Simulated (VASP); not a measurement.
AlAs:

```xyz
2
Lattice="0.0000 2.8304 2.8304 2.8304 0.0000 2.8304 2.8304 2.8304 0.0000" Properties=species:S:1:pos:R:3 pbc="T T T"
Al    0.0000    0.0000    0.0000
As    1.4152    1.4152    1.4152
```

Program: VASP 6.6.1. Alike in all runs: task single point; level PBE-based global hybrid; potentials or basis VASP PAW PBE potentials, release 64 (Al, As); no spin polarisation; cell as given; k mesh 4 × 4 × 4; cutoff (eV) 400; smearing fermi-dirac 0.1 eV.

Task: Order these runs on this cell by their band gap on the k mesh, lowest first.
A. share of exact exchange 0.2
B. share of exact exchange 0.05
C. share of exact exchange 0.35

Result: B (1.69 eV), A (2.53 eV), C (3.40 eV).

Caveats: all runs use coarse meshes.

A k mesh can miss the band edges.
